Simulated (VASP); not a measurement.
# H (P6_3/mmc) in VASP: further runs, part 2 of 2

VASP 6.6.1.

## Step 6: Single point, PBE

This run uses another cell than the first one, of the same volume but with other edges.

INCAR reads:

```
SYSTEM = H
  PREC = Accurate
  ENCUT = 520
  EDIFF = 1E-7
  ISMEAR = 0
  SIGMA = 0.05
  LREAL = .FALSE.
  LASPH = .TRUE.
  NELM = 60
  ALGO = Normal
  ISIF = 2
  LWAVE = .FALSE.
  LCHARG = .FALSE.
  GGA = PE
  NBANDS = 10
```

KPOINTS reads:

```
Automatic mesh
0
G
  9 9 6
  0 0 0
```

POSCAR reads:

```
H
1.0
    3.8927414866      0.0000000000      0.0000000000
   -1.9463707433      3.3712130178      0.0000000000
    0.0000000000      0.0000000000      4.9111703921
H
4
Direct
    0.3333333333      0.6666666667      0.1764958800
    0.6666666667      0.3333333333      0.6764958800
    0.6666666667      0.3333333333      0.8235041200
    0.3333333333      0.6666666667      0.3235041200
```

Potentials or basis: VASP PAW PBE potentials, release 64 (H).

Launch:

```
cat potpaw_PBE.64/H/POTCAR > POTCAR
mpirun -np 1 vasp_std > vasp.out
```

OUTCAR:

```text
SYSTEM = H
   PREC = Accurate
   ENCUT = 520
   EDIFF = 1E-7
   ISMEAR = 0
   LREAL = .FALSE.
   LASPH = .TRUE.
   NELM = 60
   ISIF = 2
   GGA = PE

 ion  position               nearest neighbor table
   1  0.333  0.667  0.176-   4 0.72
   2  0.667  0.333  0.676-   3 0.72
   3  0.667  0.333  0.824-   2 0.72
   4  0.333  0.667  0.324-   1 0.72

  LATTYP: Found a hexagonal cell.
 ALAT       =     3.8927414866
 C/A-ratio  =     1.2616225375

  Lattice vectors:

 A1 = (   3.8927414866,   0.0000000000,   0.0000000000)
 A2 = (  -1.9463707433,   3.3712130178,   0.0000000000)
 A3 = (   0.0000000000,   0.0000000000,   4.9111703921)

Analysis of symmetry for initial positions (statically):
=====================================================================
 Subroutine PRICEL returns:
 Original cell was already a primitive cell.

 Routine SETGRP: Setting up the symmetry group for a
 hexagonal supercell.

 Subroutine GETGRP returns: Found 24 space group operations
 (whereof 12 operations were pure point group operations)
 out of a pool of 24 trial point group operations.

The static configuration has the point symmetry D_3d.
 The point group associated with its full space group is D_6h.

Analysis of symmetry for dynamics (positions and initial velocities):
=====================================================================
 Subroutine PRICEL returns:
 Original cell was already a primitive cell.

 Routine SETGRP: Setting up the symmetry group for a
 hexagonal supercell.

 Subroutine GETGRP returns: Found 24 space group operations
 (whereof 12 operations were pure point group operations)
 out of a pool of 24 trial point group operations.
[... 122 lines left out ...]
   EFERMI_NEDOS =   21; number of points for ismear=-14 and -15
   IALGO  =     38    algorithm
   IMIX   =      4    mixing-type and parameters
     AMIX     =   0.40;   BMIX     =  1.00
     AMIX_MAG =   1.60;   BMIX_MAG =  1.00
  volume/ion in A,a.u.               =      16.11       108.73
  Fermi-wavevector in a.u.,A,eV,Ry     =   0.648165  1.224855  5.716059  0.420119
  Thomas-Fermi vector in A             =   1.716710
   LORBIT       =      0    0 simple, 1 ext, 2 COOP (PROOUT), +10 PAW based schemes
   GGA     = PE    functional components
   LHFCALC =     F    Hartree Fock is set to
   AEXX    =    0.0000 exact exchange contribution
   IVDW    =     0    specifies the selected vdW correction
   LEPSILON=     F    determine dielectric tensor
   LRPA    =     F    only Hartree local field effects (RPA)
 non-spin polarized calculation
 Gauss-broadening in eV      SIGMA  =   0.05
  energy-cutoff  :      520.00
  volume of cell :       64.45
 maximum number of plane-waves:      1765
 NGX is ok and might be reduce to    30

 number of electron       4.0000003 magnetization

 Free energy of the ion-electron system (eV)
  ---------------------------------------------------
  ext. energy  EPLUGINS =         0.00000000
  ---------------------------------------------------
  free energy    TOTEN  =       -13.54785980 eV

  energy without entropy =      -13.54785980  energy(sigma->0) =      -13.54785980

 E-fermi :  -8.7780     XC(G=0):  -4.5431

 val. band max:       -9.0041751210   @ k =   0.0000   0.0000   0.0000
 cond. band min:       0.7850179121   @ k =   0.0000   0.0000   0.0000
 fundamental gap:      9.7891930330
 Fermi energy:        -8.7780155856

 k-point     1 :       0.0000    0.0000    0.0000
  band No.  band energies     occupation
      1     -10.4229      2.00000
      2      -9.0042      2.00000
      3       0.7850      0.00000
      4       2.9382      0.00000
      5       6.1778      0.00000
      6       7.9797      0.00000
      7       8.0361      0.00000
      8       8.0361      0.00000
      9       9.4434      0.00000
     10       9.4434      0.00000
[... 287 lines left out ...]
 k-point    24 :       0.3333    0.3333    0.1667
  band No.  band energies     occupation
      1      -9.4488      2.00000
      2      -9.4488      2.00000
      3       1.7169      0.00000
      4       2.4944      0.00000
      5       2.4944      0.00000
      6       5.3505      0.00000
      7       5.3505      0.00000
      8       5.8115      0.00000
      9      10.0453      0.00000
     10      12.5784      0.00000

 [... further k-points ...]
[... 5 lines left out ...]
  --------------------------------------------------------------------------------------
  -------------------------------------------------------------------------------------
  Total       -0.0451021     -0.0451021      1.4922728      0.0000000      0.0000000     -0.0000000
  in kB       -1.1211936     -1.1211936     37.0964241      0.0000000      0.0000000     -0.0000000
  external PRESSURE =      11.6180123 kB  Pullay stress =       0.0000000 kB

 VOLUME and BASIS-vectors are now :
 -----------------------------------------------------------------------------
  energy-cutoff  :      520.00
  volume of cell :       64.45
      direct lattice vectors                 reciprocal lattice vectors
     3.892741487  0.000000000  0.000000000     0.256888366  0.148314567  0.000000000
    -1.946370743  3.371213018  0.000000000     0.000000000  0.296629135  0.000000000
     0.000000000  0.000000000  4.911170392     0.000000000  0.000000000  0.203617452

 POSITION                                       TOTAL-FORCE (eV/Angst)
 -----------------------------------------------------------------------------------
     -0.00000      2.24748      0.86680         0.000000      0.000000     -1.070573
      1.94637      1.12374      3.32239        -0.000000     -0.000000     -1.070573
      1.94637      1.12374      4.04437        -0.000000     -0.000000      1.070573
     -0.00000      2.24748      1.58878         0.000000      0.000000      1.070573
 -----------------------------------------------------------------------------------
    total drift:                               -0.000000      0.000000     -0.000000

  FREE ENERGIE OF THE ION-ELECTRON SYSTEM (eV)
  ---------------------------------------------------
  free  energy   TOTEN  =       -13.5478597991 eV

  energy  without entropy=      -13.5478597991  energy(sigma->0) =      -13.54785980
```

OSZICAR:

```text
N       E                     dE             d eps       ncg     rms          rms(c)
DAV:   1    -0.463751085619E+01   -0.46375E+01   -0.14481E+03   960   0.267E+02
DAV:   2    -0.145649987877E+02   -0.99275E+01   -0.98349E+01  1318   0.524E+01
DAV:   3    -0.148917684525E+02   -0.32677E+00   -0.32662E+00  1134   0.907E+00
DAV:   4    -0.148928770757E+02   -0.11086E-02   -0.11086E-02  1058   0.624E-01
DAV:   5    -0.148928822182E+02   -0.51425E-05   -0.51424E-05  1066   0.440E-02    0.662E+00
DAV:   6    -0.139814148597E+02    0.91147E+00   -0.43932E-01  1034   0.231E+00    0.360E+00
DAV:   7    -0.135395492207E+02    0.44187E+00   -0.10215E+00  1046   0.363E+00    0.439E-01
DAV:   8    -0.135511950081E+02   -0.11646E-01   -0.18107E-02   994   0.543E-01    0.301E-01
DAV:   9    -0.135478580665E+02    0.33369E-02   -0.71296E-03  1004   0.291E-01    0.219E-02
DAV:  10    -0.135478617795E+02   -0.37130E-05   -0.93036E-05  1040   0.567E-02    0.767E-03
DAV:  11    -0.135478608002E+02    0.97931E-06   -0.77113E-06   968   0.229E-02    0.124E-03
DAV:  12    -0.135478597797E+02    0.10205E-05   -0.15522E-07  1078   0.206E-03    0.604E-04
DAV:  13    -0.135478597991E+02   -0.19387E-07   -0.16009E-08   992   0.110E-03
   1 F= -.13547860E+02 E0= -.13547860E+02  d E =-.142694E-12
```

stdout:

```text
POSCAR found type information on POSCAR H
 POSCAR found :  1 types and       4 ions
 scaLAPACK will be used
 LDA part: xc-table for (Slater+PW92), standard interpolation
 POSCAR, INCAR and KPOINTS ok, starting setup
 FFT: planning ... GRIDC
 FFT: planning ... GRID_SOFT
 FFT: planning ... GRID
 WAVECAR not read
 entering main loop
```

Run time: 50 s. Hardware: 1 thread of AMD EPYC 7R13, shared host; peak memory 0.14 GiB.

What came out:

| Item | Value |
| --- | --- |
| Free energy | -13.5479 eV |
| Pressure | 1.2 GPa |
| Largest force | 1.071 eV/Å |
| Band gap on the k mesh | 9.79 eV, direct |

Forces in eV/Å, atoms in the order of the input:
```
H    0.000  0.000 -1.071
H    0.000  0.000 -1.071
H    0.000  0.000  1.071
H    0.000  0.000  1.071
```

Levels at points of the mesh, in eV from the valence-band top:
| k point | band 1 | band 2 | band 3 | band 4 | band 5 |
| --- | --- | --- | --- | --- | --- |
| (0.00, 0.00, 0.00) | -1.42 | 0.00 | 9.79 | 11.94 | 15.18 |
| (0.00, 0.00, 0.50) | -0.77 | -0.77 | 10.54 | 10.54 | 17.61 |

Caveat: forces of over 1 eV/Å act on the atoms, so gaps and moduli don't describe the material at rest. A k mesh can miss the band edges.

## Step 7: Summary

```tsv
cell	gap on the mesh (eV)	pressure (GPa)	largest force (eV/Å)
a = 4.054, b = 4.054, c = 4.528 Å, angles 90.0, 90.0, 120.0°, 4 atoms	10.26	4.2	3.89
a = 3.614, b = 3.614, c = 5.699 Å, angles 90.0, 90.0, 120.0°, 4 atoms	7.80	-3.3	2.30
a = 3.948, b = 3.948, c = 4.774 Å, angles 90.0, 90.0, 120.0°, 4 atoms	10.03	2.2	1.96
a = 3.720, b = 3.720, c = 5.378 Å, angles 90.0, 90.0, 120.0°, 4 atoms	8.55	-1.7	1.22
a = 3.893, b = 3.893, c = 4.911 Å, angles 90.0, 90.0, 120.0°, 4 atoms	9.79	1.2	1.07
```

Alike in all rows: task single point; level PBE; potentials or basis VASP PAW PBE potentials, release 64 (H); no spin polarisation; k mesh 9 × 9 × 6; cutoff (eV) 520; smearing gaussian 0.05 eV.

Caveats: forces of over 1 eV/Å act on the atoms, so gaps and moduli don't describe the material at rest.

Absolute energies hang on the potentials; compare differences alone.
